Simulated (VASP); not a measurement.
Crystal: Ta.

```
Ta
1.0
    -1.65128    1.65128    1.65128
     1.65128   -1.65128    1.65128
     1.65128    1.65128   -1.65128
Ta
1
Cartesian
  0.0000 0.0000 0.0000
```

- Program: VASP 6.6.1
- Task: relaxation of cell and atoms
- Functional: PBE
- Potentials or basis: VASP PAW PBE potentials, release 64 (Ta_pv)
- Cutoff: 600 eV
- k mesh: 18 × 18 × 18
- Occupations: gaussian, width 0.1 eV
- Spin: no spin polarisation

At the start: pressure 3.1 GPa; volume 18.01 Å³/atom.

**Question.** Where does the relaxation end?

**Answer.** Over 3 steps the energy falls by 2.6 meV/atom and the volume is 18.29 Å³/atom (+1.6 %); space group Im-3m (No. 229, to 0.05 Å).

The path:
| step | energy change (eV) | largest force (eV/Å) | pressure (GPa) | volume (Å³) |
| --- | --- | --- | --- | --- |
| 1 | 0.0000 | 0.0000 | 3.08 | 18.01 |
| 2 | 0.0103 | 0.0000 | -6.29 | 18.93 |
| 3 | -0.0026 | 0.0000 | -0.03 | 18.29 |

Final structure:
```xyz
1
Lattice="-1.6598 1.6598 1.6598 1.6598 -1.6598 1.6598 1.6598 1.6598 -1.6598" Properties=species:S:1:pos:R:3 pbc="T T T"
Ta    0.0000    0.0000    0.0000
```
